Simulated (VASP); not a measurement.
Write the native input for VASP 6.6.1 that does the following.

| Item | Value |
| --- | --- |
| Task | single point |
| Functional | PBE |
| Potentials or basis | VASP PAW PBE potentials, release 64 (Fe, Co) |
| Cutoff | 520 eV |
| k mesh | 14 × 14 × 14 |
| Occupations | gaussian, width 0.1 eV |
| Spin | collinear spin, ferromagnetic start |
| Starting moments | [3.09, 2.02] μB |
| Dipole correction | no |
| k mesh for the DOS | 21 × 21 × 21 |
| Occupations for the DOS | tetrahedron |
| Further INCAR settings | ALGO = Normal; EDIFF = 1e-06 |

FeCo:

```
CELL_PARAMETERS angstrom
2.84488 0.00000 0.00000
0.00000 2.84488 0.00000
0.00000 0.00000 2.84488
ATOMIC_POSITIONS crystal
Fe 0.50000 0.50000 0.50000
Co 0.00000 0.00000 0.00000
```

These files were run (other wordings do the same):

POSCAR

```
FeCo
1.0
    2.8448778424      0.0000000000      0.0000000000
    0.0000000000      2.8448778424      0.0000000000
    0.0000000000      0.0000000000      2.8448778424
Fe Co
1 1
Direct
    0.5000000000      0.5000000000      0.5000000000
    0.0000000000      0.0000000000      0.0000000000
```

INCAR.step1

```
PREC     = Accurate       # precision mode
ENCUT    = 520            # plane-wave cutoff, eV
EDIFF    = 1E-6           # SCF threshold, eV
ISMEAR   = 0              # smearing method
SIGMA    = 0.1            # smearing width, eV
LREAL    = False          # projectors in reciprocal space
LASPH    = True           # aspherical terms in the spheres
NELM     = 200            # most SCF steps
ALGO     = Normal         # electronic algorithm
ISIF     = 2              # what is computed and relaxed
LWAVE    = False          # write WAVECAR
LCHARG   = True           # write CHGCAR
ISPIN    = 2              # spin polarisation
MAGMOM   = 3.09 2.02      # initial moments
LMAXMIX  = 4              # l up to which the mixer works
GGA      = PE             # functional
NBANDS   = 20             # bands
GGA_COMPAT= False        
NEDOS    = 2001           # points of the DOS
LORBIT   = 11             # projections on sites
```

KPOINTS.step1

```
regular mesh
0
Gamma
  14 14 14
```

INCAR.step2

```
PREC     = Accurate       # precision mode
ENCUT    = 520            # plane-wave cutoff, eV
EDIFF    = 1E-6           # SCF threshold, eV
ISMEAR   = -5             # smearing method
SIGMA    = 0.1            # smearing width, eV
LREAL    = False          # projectors in reciprocal space
LASPH    = True           # aspherical terms in the spheres
NELM     = 200            # most SCF steps
ALGO     = Normal         # electronic algorithm
ISIF     = 2              # what is computed and relaxed
LWAVE    = False          # write WAVECAR
LCHARG   = False          # write CHGCAR
ISPIN    = 2              # spin polarisation
MAGMOM   = 3.09 2.02      # initial moments
LORBIT   = 11             # projections on sites
LMAXMIX  = 4              # l up to which the mixer works
GGA      = PE             # functional
NEDOS    = 2001           # points of the DOS
ICHARG   = 11             # starting density
GGA_COMPAT= False
```

KPOINTS.step2

```
regular mesh
0
Gamma
  21 21 21
```

Potentials or basis: VASP PAW PBE potentials, release 64 (Fe, Co).

Run with:

```sh
$ cat potpaw_PBE.64/Fe/POTCAR potpaw_PBE.64/Co/POTCAR > POTCAR
$ cp INCAR.step1 INCAR
$ cp KPOINTS.step1 KPOINTS
$ mpirun -np 1 vasp_std > vasp.out
$ cp INCAR.step2 INCAR
$ cp KPOINTS.step2 KPOINTS
$ mpirun -np 1 vasp_std > vasp.out
```

Results of the run:

```yaml
Net_moment: 4.53 μB per cell
Site_moments: Fe +2.77; Co +1.76 μB
Valence_electrons_inside_the_program's_atomic_spheres: Fe 7.15; Co 8.23
```

Run time: 2.2 min on 1 thread of AMD EPYC 9R45 96-Core Processor (Zen 5) (shared host), peak memory 0.26 GiB.
